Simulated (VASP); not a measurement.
Set up this calculation in VASP 6.6.1, as the native input.

| Quantity | Value |
| --- | --- |
| Task | single point |
| Functional | PBEsol |
| Potentials or basis | VASP PAW PBE potentials, release 64 (In_d, Se) |
| Cutoff | 520 eV |
| k mesh | 4 × 4 × 3 |
| Occupations | gaussian, width 0.01 eV |
| Spin | no spin polarisation |
| Dipole correction | no |
| Further INCAR settings | ALGO = Normal; EDIFF = 1e-06; NBANDS = 27 |

The structure of InSe lies in POSCAR:

```
InSe
1.0
    6.2173400000      0.0000000000      0.0000000000
    4.8588728816      3.8790038664      0.0000000000
   -1.5095221680     -0.5286502154      4.3236525964
In Se
2 2
Direct
    0.8840000000      0.8840000000      0.0050000000
    0.1160000000      0.1160000000      0.9950000000
    0.6600000000      0.6600000000      0.6420000000
    0.3400000000      0.3400000000      0.3580000000
```

These files were run (other wordings do the same):

INCAR

```
SYSTEM = InSe
PREC = Accurate
ENCUT = 520
EDIFF = 1E-6
ISMEAR = 0
SIGMA = 0.01
LREAL = .FALSE.
LASPH = .TRUE.
NELM = 80
ALGO = Normal
ISIF = 2
LWAVE = .FALSE.
LCHARG = .FALSE.
GGA = PS
NBANDS = 27
```

KPOINTS

```
regular mesh
0
G
  4 4 3
  0 0 0
```

Potentials or basis: VASP PAW PBE potentials, release 64 (In_d, Se).

Run with:

```console
$ cat potpaw_PBE.64/In_d/POTCAR potpaw_PBE.64/Se/POTCAR > POTCAR
$ mpirun -np 1 vasp_std > vasp.out
```

It gave:

- Pressure: -0.1 GPa
- Largest force: 0.742 eV/Å
- Band gap on the k mesh: 1.00 eV (least direct gap 1.22 eV)

Caveat: the k points lie up to 0.47 Å⁻¹ apart; the PAW data sets were made with another functional, which shifts forces and pressure a little; spin-orbit coupling is left out, which moves the levels of the heavy elements; an odd mesh through Γ misses points on the zone boundary, where band edges can lie.

Run time: 93 s on 1 thread of AMD EPYC 7R13, on a shared host, peak memory 0.25 GiB.
